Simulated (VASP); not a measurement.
# HfC5 (P6/mmm) in VASP: notebook, part 2 of 2

VASP 6.6.1.

### 4 Relaxation of cell and atoms, PBE

This run uses another cell than the first one, of 7.94 Å³/atom.

INCAR

```
  ALGO = Normal
  EDIFF = 1E-6
  EDIFFG = -0.01
  ENCUT = 600
  GGA = PE
  IBRION = 2
  ISIF = 3
  ISMEAR = 1
  LASPH = T
  LCHARG = F
  LREAL = F
  LWAVE = F
  NELM = 100
  NSW = 100
  PREC = Accurate
  SIGMA = 0.1
```

KPOINTS

```
k-points
0
Gamma
  12 12 14
```

POSCAR

```
HfC5
1.0
    4.6043623181      0.0000000000      0.0000000000
   -2.3021811591      3.9874947357      0.0000000000
    0.0000000000      0.0000000000      2.5962202263
Hf C
1 5
Direct
    0.0000000000      0.0000000000      0.0000000000
    0.0000000000      0.5000000000      0.5000000000
    0.3333333333      0.6666666667      0.0000000000
    0.6666666667      0.3333333333      0.0000000000
    0.5000000000      0.0000000000      0.5000000000
    0.5000000000      0.5000000000      0.5000000000
```

Potentials or basis: VASP PAW PBE potentials, release 64 (Hf_pv, C).

Command:

```console
> cat potpaw_PBE.64/Hf_pv/POTCAR potpaw_PBE.64/C/POTCAR > POTCAR
> mpirun -np 1 vasp_std > vasp.out
```

OUTCAR:

```text
EDIFF = 1E-6
   EDIFFG = -0.01
   ENCUT = 600
   GGA = PE
   IBRION = 2
   ISIF = 3
   ISMEAR = 1
   LASPH = T
   LREAL = F
   NELM = 100
   NSW = 100
   PREC = Accurate

 ion  position               nearest neighbor table
   1  0.000  0.000  0.000-   6 2.64   6 2.64   6 2.64   6 2.64   5 2.64   5 2.64   5 2.64   5 2.64
                             2 2.64   2 2.64   2 2.64   2 2.64   4 2.66   3 2.66   4 2.66   3 2.66
   2  0.000  0.500  0.500-   3 1.86   4 1.86   3 1.86   4 1.86   1 2.64   1 2.64   1 2.64   1 2.64

   3  0.333  0.667  0.000-   2 1.86   2 1.86   5 1.86   5 1.86   6 1.86   6 1.86   1 2.66   1 2.66
                             1 2.66
   4  0.667  0.333  0.000-   2 1.86   2 1.86   5 1.86   5 1.86   6 1.86   6 1.86   1 2.66   1 2.66
                             1 2.66
   5  0.500  0.000  0.500-   3 1.86   4 1.86   3 1.86   4 1.86   1 2.64   1 2.64   1 2.64   1 2.64

   6  0.500  0.500  0.500-   3 1.86   4 1.86   3 1.86   4 1.86   1 2.64   1 2.64   1 2.64   1 2.64

  LATTYP: Found a hexagonal cell.
 ALAT       =     4.6043623181
 C/A-ratio  =     0.5638609751

  Lattice vectors:

 A1 = (   4.6043623181,   0.0000000000,   0.0000000000)
 A2 = (  -2.3021811591,   3.9874947357,   0.0000000000)
 A3 = (   0.0000000000,   0.0000000000,   2.5962202263)

Analysis of symmetry for initial positions (statically):
=====================================================================
 Subroutine PRICEL returns:
 Original cell was already a primitive cell.

 Routine SETGRP: Setting up the symmetry group for a
 hexagonal supercell.

 Subroutine GETGRP returns: Found 24 space group operations
 (whereof 24 operations were pure point group operations)
 out of a pool of 24 trial point group operations.

The static configuration has the point symmetry D_6h.

Analysis of symmetry for dynamics (positions and initial velocities):
=====================================================================
 Subroutine PRICEL returns:
 Original cell was already a primitive cell.
[... 145 lines left out ...]
   LEPSILON=     F    determine dielectric tensor
   LRPA    =     F    only Hartree local field effects (RPA)
 conjugate gradient relaxation of ions
 non-spin polarized calculation
 Methfessel and Paxton  Order N= 1 SIGMA  =   0.10
  energy-cutoff  :      600.00
  volume of cell :       47.67
 maximum number of plane-waves:      1613
 NGX is ok and might be reduce to    40
   NGX = 19   NGY = 19   NGZ = 11

--------------------------------------- Ionic step        1  -------------------------------------------

 number of electron      30.0000000 magnetization

 Free energy of the ion-electron system (eV)
  ---------------------------------------------------
  ext. energy  EPLUGINS =         0.00000000
  ---------------------------------------------------
  free energy    TOTEN  =       -41.12777764 eV

  energy without entropy =      -41.12701239  energy(sigma->0) =      -41.12752255

------------------------ aborting loop because EDIFF is reached ----------------------------------------

  FORCE on cell =-STRESS in cart. coord.  units (eV):
  Direction    XX          YY          ZZ          XY          YZ          ZX
  --------------------------------------------------------------------------------------
  -------------------------------------------------------------------------------------
  Total        0.2466317      0.2466317     -1.8470354     -0.0000000      0.0000000      0.0000000
  in kB        8.2898830      8.2898830    -62.0832799     -0.0000000      0.0000000      0.0000000
  external PRESSURE =     -15.1678380 kB  Pullay stress =       0.0000000 kB
[... 147 lines left out ...]
--------------------------------------- Ionic step        5  -------------------------------------------

 number of electron      30.0000000 magnetization

 Free energy of the ion-electron system (eV)
  ---------------------------------------------------
  ext. energy  EPLUGINS =         0.00000000
  ---------------------------------------------------
  free energy    TOTEN  =       -41.13665941 eV

  energy without entropy =      -41.13583844  energy(sigma->0) =      -41.13638576

 E-fermi :   8.8386     XC(G=0): -13.1447

 val. band max:        8.8339083762   @ k =   0.0833   0.0833   0.0000
 cond. band min:       8.8429394431   @ k =   0.3333   0.0000   0.2143
 fundamental gap:      0.0090310669
 Fermi energy:         8.8385732713

 k-point     1 :       0.0000    0.0000    0.0000
  band No.  band energies     occupation
      1     -22.4247      2.00000
      2     -22.4247      2.00000
      3     -21.0202      2.00000
      4     -10.3664      2.00000
      5      -5.1453      2.00000
      6      -3.6022      2.00000
[... 505 lines left out ...]
      6      -3.4262      2.00000
[... 11 lines left out ...]
     18      12.3402      0.00000
     19      12.7399      0.00000

 [... further k-points ...]

------------------------ aborting loop because EDIFF is reached ----------------------------------------

  FORCE on cell =-STRESS in cart. coord.  units (eV):
  Direction    XX          YY          ZZ          XY          YZ          ZX
  --------------------------------------------------------------------------------------
  -------------------------------------------------------------------------------------
  Total       -0.0410663     -0.0410663      0.0103018      0.0000000     -0.0000000      0.0000000
  in kB       -1.3877886     -1.3877886      0.3481376      0.0000000     -0.0000000      0.0000000
  external PRESSURE =      -0.8091465 kB  Pullay stress =       0.0000000 kB
[... 21 lines left out ...]
  FREE ENERGIE OF THE ION-ELECTRON SYSTEM (eV)
  ---------------------------------------------------
  free  energy   TOTEN  =       -41.1366594149 eV

  energy  without entropy=      -41.1358384395  energy(sigma->0) =      -41.13638576

 reached required accuracy - stopping structural energy minimisation
```

OSZICAR:

```text
N       E                     dE             d eps       ncg     rms          rms(c)
DAV:   1     0.111202719194E+03    0.11120E+03   -0.17454E+04  5776   0.172E+03
DAV:   2    -0.351019075024E+02   -0.14630E+03   -0.14113E+03  7494   0.318E+02
DAV:   3    -0.427358405617E+02   -0.76339E+01   -0.72175E+01  7815   0.553E+01
DAV:   4    -0.428929229765E+02   -0.15708E+00   -0.15321E+00  7549   0.733E+00
[... 34 lines left out ...]
DAV:   1    -0.411368162848E+02   -0.19959E-03   -0.62366E-03  5827   0.612E-01    0.151E-01
DAV:   2    -0.411367030136E+02    0.11327E-03   -0.25079E-04  6701   0.113E-01    0.680E-02
DAV:   3    -0.411366622617E+02    0.40752E-04   -0.73998E-05  6801   0.582E-02    0.272E-02
DAV:   4    -0.411366597512E+02    0.25106E-05   -0.72740E-06  7002   0.190E-02    0.220E-02
DAV:   5    -0.411366594149E+02    0.33627E-06   -0.24610E-07  3275   0.362E-03
   5 F= -.41136659E+02 E0= -.41136386E+02  d E =-.433286E-04
```

CONTCAR:

```text
HfC5
   1.00000000000000
     4.6134799345025916   -0.0000000000001145   -0.0000000000000000
    -2.3067399673014948    3.9953908231266495    0.0000000000000000
     0.0000000000000000    0.0000000000000000    2.5720815486375699
  Hf              C
     1     5
Direct
     0.0000000000000000    0.0000000000000000    1.0000000000000000
     0.0000000000000000    0.5000000000000000    0.5000000000000000
     0.3333333332999970    0.6666666667000030    1.0000000000000000
     0.6666666667000030    0.3333333332999970    0.0000000000000000
     0.5000000000000000    0.0000000000000000    0.5000000000000000
     0.5000000000000000    0.5000000000000000    0.5000000000000000

  0.00000000E+00  0.00000000E+00  0.00000000E+00
  0.00000000E+00  0.00000000E+00  0.00000000E+00
  0.00000000E+00  0.00000000E+00  0.00000000E+00
  0.00000000E+00  0.00000000E+00  0.00000000E+00
  0.00000000E+00  0.00000000E+00  0.00000000E+00
  0.00000000E+00  0.00000000E+00  0.00000000E+00
```

Run time: 6.8 min. Hardware: 1 thread of AMD EPYC 7R13 (Zen 3), shared host; peak memory 0.28 GiB.

Results:

- Free energy: -41.1367 eV
- Relaxed volume: 7.90 Å³/atom
- Relaxed cell: a = 4.613 Å, b = 4.613 Å, c = 2.572 Å, α = 90.00°, β = 90.00°, γ = 120.00°
- Space group after relaxing (to 0.1 Å): P6/mmm (No. 191)
- Energy gained by relaxing: 1.5 meV/atom
- Ionic steps: 5
- Pressure after relaxing: -0.1 GPa
- Band gap on the k mesh: zero (bands 15 and 16 overlap by 2.96 eV)

Stress tensor (GPa, compression positive):
```
-0.14  0.00  0.00
 0.00 -0.14  0.00
 0.00  0.00  0.03
```

The path:
```csv
step,energy change (eV),largest force (eV/Å),pressure (GPa),volume (Å³)
1,0.0000,0.0000,-1.52,47.67
2,-0.0055,0.0000,1.37,47.14
3,-0.0088,0.0000,0.23,47.34
4,-0.0088,0.0000,0.26,47.34
5,-0.0089,0.0000,-0.08,47.41
```

Final structure:
```
Hf C
1.0
     4.61348    0.00000    0.00000
    -2.30674    3.99539    0.00000
     0.00000    0.00000    2.57208
Hf C
1 5
Direct
  0.00000 0.00000 0.00000
  0.00000 0.50000 0.50000
  0.33333 0.66667 0.00000
  0.66667 0.33333 0.00000
  0.50000 0.00000 0.50000
  0.50000 0.50000 0.50000
```

Caveat: spin-orbit coupling is left out, which moves the levels of the heavy elements.

### 5 Overview

```csv
cell,k mesh,smearing,gap on the mesh (eV),pressure (GPa),relaxed volume (Å³/atom)
"relaxed from a = 4.984, b = 4.984, c = 4.149 Å, angles 90.0, 90.0, 120.0°, 6 atoms",6 × 6 × 4,gaussian 0.1 eV,none,0.6,-
"relaxed from a = 4.604, b = 4.604, c = 2.596 Å, angles 90.0, 90.0, 120.0°, 6 atoms",12 × 12 × 14,gaussian 0.1 eV,none,-0.1,7.90
"relaxed from a = 4.604, b = 4.604, c = 2.596 Å, angles 90.0, 90.0, 120.0°, 6 atoms",12 × 12 × 14,methfessel-paxton 0.1 eV,none,-0.1,7.90
```

Alike in all rows: task relaxation of cell and atoms; level PBE; potentials or basis VASP PAW PBE potentials, release 64 (Hf_pv, C); no spin polarisation; cutoff (eV) 600.

Caveats: some runs use coarse meshes; spin-orbit coupling is left out, which moves the levels of the heavy elements; the volume moved by over 15 % at a fixed basis, so the end points are rough (at least some runs).

Total energies depend on the potentials used, so only differences within one code and one set of settings carry meaning.
